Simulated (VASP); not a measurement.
# NaIr (CsCl type) (Pm-3m) in VASP: further runs

The runs below take NaIr (CsCl type) through single point, with PBE.

All numbers are computed with VASP 6.6.1; they aren't measurements. Logs are shortened: lines on timing, memory, paths and dates and some standing lists are left out, and cuts for length are marked.

## Step 1: The cell of the first run

It takes space group Pm-3m (No. 221, cubic). The conventional cell has a = 3.231 Å, b = 3.231 Å, c = 3.231 Å, α = 90.00°, β = 90.00°, γ = 90.00°. Within 3.7 Å of Na (site symmetry m-3m) lie 8 Ir at 2.80 Å and 6 Na at 3.23 Å. Ir (site symmetry m-3m) has 8 Na at 2.80 Å and 6 Ir at 3.23 Å within 3.7 Å.

## Step 2: Single point, PBE

INCAR reads:

```
PREC     = Accurate       # precision mode
ENCUT    = 520            # plane-wave cutoff, eV
EDIFF    = 1E-7           # SCF threshold, eV
ISMEAR   = -1             # smearing method
SIGMA    = 0.05           # smearing width, eV
LREAL    = F              # projectors in reciprocal space
LASPH    = T              # aspherical terms in the spheres
NELM     = 60             # most SCF steps
ALGO     = Normal         # electronic algorithm
ISIF     = 2              # what is computed and relaxed
LWAVE    = F              # write WAVECAR
LCHARG   = F              # write CHGCAR
GGA      = PE             # functional
NBANDS   = 15             # bands
```

KPOINTS reads:

```
regular mesh
0
Gamma
  11 11 11
```

POSCAR reads:

```
NaIr
1.0
    3.2312637440      0.0000000000      0.0000000000
    0.0000000000      3.2312637440      0.0000000000
    0.0000000000      0.0000000000      3.2312637440
Na Ir
1 1
Direct
    0.0000000000      0.0000000000      0.0000000000
    0.5000000000      0.5000000000      0.5000000000
```

Potentials or basis: VASP PAW PBE potentials, release 64 (Na_pv, Ir).

The run is started by

```console
$ cat potpaw_PBE.64/Na_pv/POTCAR potpaw_PBE.64/Ir/POTCAR > POTCAR
$ mpirun -np 1 vasp_std > vasp.out
```

OUTCAR:

```text
PREC = Accurate
   ENCUT = 520
   EDIFF = 1E-7
   ISMEAR = -1
   LREAL = F
   LASPH = T
   NELM = 60
   ISIF = 2
   GGA = PE

 ion  position               nearest neighbor table
   1  0.000  0.000  0.000-   2 2.80   2 2.80   2 2.80   2 2.80   2 2.80   2 2.80   2 2.80   2 2.80

   2  0.500  0.500  0.500-   1 2.80   1 2.80   1 2.80   1 2.80   1 2.80   1 2.80   1 2.80   1 2.80

  LATTYP: Found a simple cubic cell.
 ALAT       =     3.2312637440

  Lattice vectors:

 A1 = (   3.2312637440,   0.0000000000,   0.0000000000)
 A2 = (   0.0000000000,   3.2312637440,   0.0000000000)
 A3 = (   0.0000000000,   0.0000000000,   3.2312637440)

Analysis of symmetry for initial positions (statically):
=====================================================================
 Subroutine PRICEL returns:
 Original cell was already a primitive cell.

 Routine SETGRP: Setting up the symmetry group for a
 simple cubic supercell.

 Subroutine GETGRP returns: Found 48 space group operations
 (whereof 48 operations were pure point group operations)
 out of a pool of 48 trial point group operations.

The static configuration has the point symmetry O_h .

Analysis of symmetry for dynamics (positions and initial velocities):
=====================================================================
 Subroutine PRICEL returns:
 Original cell was already a primitive cell.

 Routine SETGRP: Setting up the symmetry group for a
 simple cubic supercell.

 Subroutine GETGRP returns: Found 48 space group operations
 (whereof 48 operations were pure point group operations)
 out of a pool of 48 trial point group operations.

The dynamic configuration has the point symmetry O_h .

 Subroutine INISYM returns: Found 48 space group operations
 (whereof 48 operations are pure point group operations),
 and found     1 'primitive' translations

----------------------------------------------------------------------------------------

                                     Primitive cell

  volume of cell :      33.7378

  direct lattice vectors                    reciprocal lattice vectors
     3.231263744  0.000000000  0.000000000     0.309476440  0.000000000  0.000000000
     0.000000000  3.231263744  0.000000000     0.000000000  0.309476440  0.000000000
     0.000000000  0.000000000  3.231263744     0.000000000  0.000000000  0.309476440

  length of vectors
     3.231263744  3.231263744  3.231263744     0.309476440  0.309476440  0.309476440

  position of ions in fractional coordinates (direct lattice)
     0.000000000  0.000000000  0.000000000
     0.500000000  0.500000000  0.500000000

[... 88 lines left out ...]
   NUPDOWN=      -1.0000    fix difference up-down
   EMIN   =  10.00;   EMAX   =-10.00  energy-range for DOS
   EFERMI =   0.00;   METHOD = LEGACY
   ISMEAR =    -1;   SIGMA  =   0.05  broadening in eV -4-tet -1-fermi 0-gaus
   EFERMI_NEDOS =   21; number of points for ismear=-14 and -15
   IALGO  =     38    algorithm
   IMIX   =      4    mixing-type and parameters
     AMIX     =   0.40;   BMIX     =  1.00
     AMIX_MAG =   1.60;   BMIX_MAG =  1.00
  volume/ion in A,a.u.               =      16.87       113.84
  Fermi-wavevector in a.u.,A,eV,Ry     =   1.276661  2.412540 22.175653  1.629865
  Thomas-Fermi vector in A             =   2.409305
   LORBIT       =      0    0 simple, 1 ext, 2 COOP (PROOUT), +10 PAW based schemes
   GGA     = PE    functional components
   LHFCALC =     F    Hartree Fock is set to
   AEXX    =    0.0000 exact exchange contribution
   IVDW    =     0    specifies the selected vdW correction
   LEPSILON=     F    determine dielectric tensor
   LRPA    =     F    only Hartree local field effects (RPA)
 non-spin polarized calculation
  energy-cutoff  :      520.00
  volume of cell :       33.74
 maximum number of plane-waves:       925
   NGX = 13   NGY = 13   NGZ = 13

 number of electron      15.9999977 magnetization

 Free energy of the ion-electron system (eV)
  ---------------------------------------------------
  ext. energy  EPLUGINS =         0.00000000
  ---------------------------------------------------
  free energy    TOTEN  =        -7.88449417 eV

  energy without entropy =       -7.85324116  energy(sigma->0) =       -7.86886766

 E-fermi :   3.8444     XC(G=0): -10.9961

 val. band max:        3.8427110973   @ k =   0.0909   0.0909   0.0000
 cond. band min:       3.8483020903   @ k =   0.0909   0.0909   0.0909
 fundamental gap:      0.0055909930
 Fermi energy:         3.8444341429

 k-point     1 :       0.0000    0.0000    0.0000
  band No.  band energies     occupation
      1     -18.1843      2.00000
      2     -18.1843      2.00000
      3     -18.1843      2.00000
      4      -1.9858      2.00000
      5       1.2856      2.00000
      6       1.2856      2.00000
      7       4.0114      0.06851
      8       4.0114      0.06851
      9       4.0114      0.06851
     10      13.6286      0.00000
     11      13.6286      0.00000
     12      13.6286      0.00000
     13      17.0197      0.00000
     14      17.0197      0.00000
[... 401 lines left out ...]
      2     -18.1895      2.00000
      3     -18.1890      2.00000
      4      -0.5522      2.00000
      5       1.6396      2.00000
      6       2.1357      2.00000
      7       3.3628      1.99987
      8       3.3938      1.99976
      9       3.9043      0.46365
     10       9.2504      0.00000
     11      13.8621      0.00000
     12      14.0197      0.00000
     13      16.4047      0.00000
     14      20.0508      0.00000
     15      21.3997      0.00000

 [... further k-points ...]

------------------------ aborting loop because EDIFF is reached ----------------------------------------

  FORCE on cell =-STRESS in cart. coord.  units (eV):
  Direction    XX          YY          ZZ          XY          YZ          ZX
  --------------------------------------------------------------------------------------
  -------------------------------------------------------------------------------------
  Total        0.0321087      0.0321087      0.0321087      0.0000000     -0.0000000      0.0000000
  in kB        1.5248133      1.5248133      1.5248133      0.0000000     -0.0000000      0.0000000
  external PRESSURE =       1.5248133 kB  Pullay stress =       0.0000000 kB

 VOLUME and BASIS-vectors are now :
 -----------------------------------------------------------------------------
  energy-cutoff  :      520.00
  volume of cell :       33.74
      direct lattice vectors                 reciprocal lattice vectors
     3.231263744  0.000000000  0.000000000     0.309476440  0.000000000  0.000000000
     0.000000000  3.231263744  0.000000000     0.000000000  0.309476440  0.000000000
     0.000000000  0.000000000  3.231263744     0.000000000  0.000000000  0.309476440

 POSITION                                       TOTAL-FORCE (eV/Angst)
 -----------------------------------------------------------------------------------
      0.00000      0.00000      0.00000         0.000000      0.000000      0.000000
      1.61563      1.61563      1.61563         0.000000      0.000000      0.000000
 -----------------------------------------------------------------------------------
    total drift:                                0.000000     -0.000000     -0.000000

  FREE ENERGIE OF THE ION-ELECTRON SYSTEM (eV)
  ---------------------------------------------------
  free  energy   TOTEN  =        -7.8844941692 eV

  energy  without entropy=       -7.8532411577  energy(sigma->0) =       -7.86886766
```

OSZICAR:

```text
N       E                     dE             d eps       ncg     rms          rms(c)
DAV:   1     0.122355553353E+03    0.12236E+03   -0.77202E+03  1680   0.121E+03
DAV:   2    -0.349115402729E+01   -0.12585E+03   -0.11273E+03  1694   0.328E+02
DAV:   3    -0.814174239735E+01   -0.46506E+01   -0.45639E+01  2219   0.681E+01
DAV:   4    -0.819279182772E+01   -0.51049E-01   -0.51039E-01  1960   0.650E+00
DAV:   5    -0.819394834071E+01   -0.11565E-02   -0.11565E-02  2310   0.992E-01    0.446E+00
DAV:   6    -0.789832058582E+01    0.29563E+00   -0.71440E-01  2157   0.962E+00    0.925E-01
DAV:   7    -0.788859810011E+01    0.97225E-02   -0.28065E-02  2182   0.208E+00    0.596E-01
DAV:   8    -0.788448643814E+01    0.41117E-02   -0.30141E-03  2588   0.728E-01    0.695E-02
DAV:   9    -0.788450491756E+01   -0.18479E-04   -0.14733E-04  2100   0.147E-01    0.276E-02
DAV:  10    -0.788449609399E+01    0.88236E-05   -0.12505E-05  2233   0.568E-02    0.838E-03
DAV:  11    -0.788449424238E+01    0.18516E-05   -0.12857E-06  2051   0.160E-02    0.197E-03
DAV:  12    -0.788449400229E+01    0.24009E-06   -0.43658E-08  1386   0.295E-03    0.649E-04
DAV:  13    -0.788449413903E+01   -0.13674E-06   -0.61174E-09  1071   0.101E-03    0.130E-04
DAV:  14    -0.788449416919E+01   -0.30162E-07   -0.26203E-09  1050   0.731E-04
   1 F= -.78844942E+01 E0= -.78688677E+01  d E =-.312530E-01
```

Run time: 22 s. Hardware: 1 thread of Intel Xeon 8259CL, shared host; peak memory 0.16 GiB.

Results:

```yaml
Free_energy: -7.8845 eV
Pressure: 0.2 GPa
Band_gap_on_the_k_mesh: zero (bands 8 and 9 overlap by 1.61 eV)
```

Levels at points of the mesh, in eV from the Fermi level:
```csv
k point,band 5,band 6,band 7,band 8,band 9,band 10,band 11,band 12
"(0.00, 0.00, 0.00)",-2.56,-2.56,0.17,0.17,0.17,9.78,9.78,9.78
```

Caveat: spin-orbit coupling is left out, which moves the levels of the heavy elements.

## Step 3: Single point, PBE

INCAR reads:

```
SYSTEM = NaIr
PREC = Accurate
ENCUT = 520
EDIFF = 1E-6
ISMEAR = -1
SIGMA = 0.05
LREAL = .FALSE.
LASPH = .TRUE.
NELM = 80
ALGO = Normal
ISIF = 2
LWAVE = .FALSE.
LCHARG = .TRUE.
GGA = PE
LELF = .TRUE.
LVHAR = .TRUE.
NBANDS = 15
```

KPOINTS reads:

```
Automatic mesh
0
G
  11 11 11
  0 0 0
```

POSCAR is that of step 2.

Potentials or basis: VASP PAW PBE potentials, release 64 (Na_pv, Ir).

The run is started by

```console
$ cat potpaw_PBE.64/Na_pv/POTCAR potpaw_PBE.64/Ir/POTCAR > POTCAR
$ mpirun -np 1 vasp_std > vasp.out
```

It took 22 s on 1 thread of Intel Xeon 8259CL, shared host; peak memory 0.16 GiB.

Results (log left out):

```yaml
Free_energy: -7.8845 eV
Pressure: 0.2 GPa
Band_gap_on_the_k_mesh: zero (bands 8 and 9 overlap by 1.61 eV)
```

Levels at points of the mesh, in eV from the Fermi level:
```
           k point  band 4  band 5  band 6  band 7  band 8  band 9  band 10  band 11  band 12  band 13
(0.00, 0.00, 0.00)   -5.83   -2.56   -2.56    0.17    0.17    0.17     9.78     9.78     9.78    13.18
```

Caveat: spin-orbit coupling is left out, which moves the levels of the heavy elements.

## Step 4: Single point, PBE

This run uses another cell than the first one, of 18.57 Å³/atom.

INCAR reads:

```
SYSTEM = NaIr
  PREC = Accurate
  ENCUT = 520
  EDIFF = 1E-7
  ISMEAR = -1
  SIGMA = 0.05
  LREAL = .False.
  LASPH = .True.
  NELM = 80
  ALGO = Normal
  ISIF = 2
  LWAVE = .False.
  LCHARG = .False.
  GGA = PE
  NBANDS = 15
```

KPOINTS reads:

```
Automatic mesh
0
Gamma
  11 11 11
  0 0 0
```

POSCAR reads:

```
NaIr
1.0
    3.3362951021      0.0000000000      0.0000000000
    0.0000000000      3.3362951021      0.0000000000
    0.0000000000      0.0000000000      3.3362951021
Na Ir
1 1
Direct
    0.0000000000      0.0000000000      0.0000000000
    0.5000000000      0.5000000000      0.5000000000
```

The run is started by

```console
$ cat potpaw_PBE.64/Na_pv/POTCAR potpaw_PBE.64/Ir/POTCAR > POTCAR
$ mpirun -np 1 vasp_std > vasp.out
```

Wall time 36 s (1 thread of Intel Xeon 8259CL, shared host); peak memory 0.18 GiB.

The run converged. Its results:

| Item | Value |
| --- | --- |
| Free energy | -7.8209 eV |
| Pressure | -5.6 GPa |
| Band gap on the k mesh | zero (bands 8 and 9 overlap by 1.40 eV) |

Levels at points of the mesh, in eV from the Fermi level:
```
           k point  band 6  band 7  band 8  band 9  band 10  band 11
(0.00, 0.00, 0.00)   -2.20    0.13    0.13    0.13     9.21     9.21
```

Caveat: the cell stands under tension; spin-orbit coupling is left out, which moves the levels of the heavy elements.
